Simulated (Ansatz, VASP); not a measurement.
**Zr3TiC4: VASP beside Ansatz**

```
CELL_PARAMETERS angstrom
4.63134 0.00000 0.00000
0.00000 4.63134 0.00000
0.00000 0.00000 4.63134
ATOMIC_POSITIONS crystal
Zr 0.50000 0.00000 0.50000
Zr 0.00000 0.50000 0.50000
Zr 0.50000 0.50000 0.00000
Ti 0.00000 0.00000 0.00000
C 0.50000 0.50000 0.50000
C 0.00000 0.50000 0.00000
C 0.50000 0.00000 0.00000
C 0.00000 0.00000 0.50000
```

Alike in both runs: functional PBE; k mesh 8 × 8 × 8; occupations gaussian, width 0.1 eV; no spin polarisation.

Ansatz relaxed the structure, and its values are those at the end. VASP's run is a single point on that final structure, the one shown.

```csv
,VASP,Ansatz
version,VASP 6.6.1,Ansatz 0.2.0
potentials or method,"VASP PAW PBE potentials, release 64 (Zr_sv, Ti_sv, C), cutoff 520 eV","scalar-relativistic, plane waves, PAW"
valence electrons in the cell,64,64
```

|  | VASP | Ansatz | Ansatz less VASP |
| --- | --- | --- | --- |
| gap on the k mesh at the Fermi level (eV) | none | none | - |
| pressure (GPa) | 0.3 | 0.0 | -0.28 |

A gap of «none» marks a metal or a gap that the smearing closes.
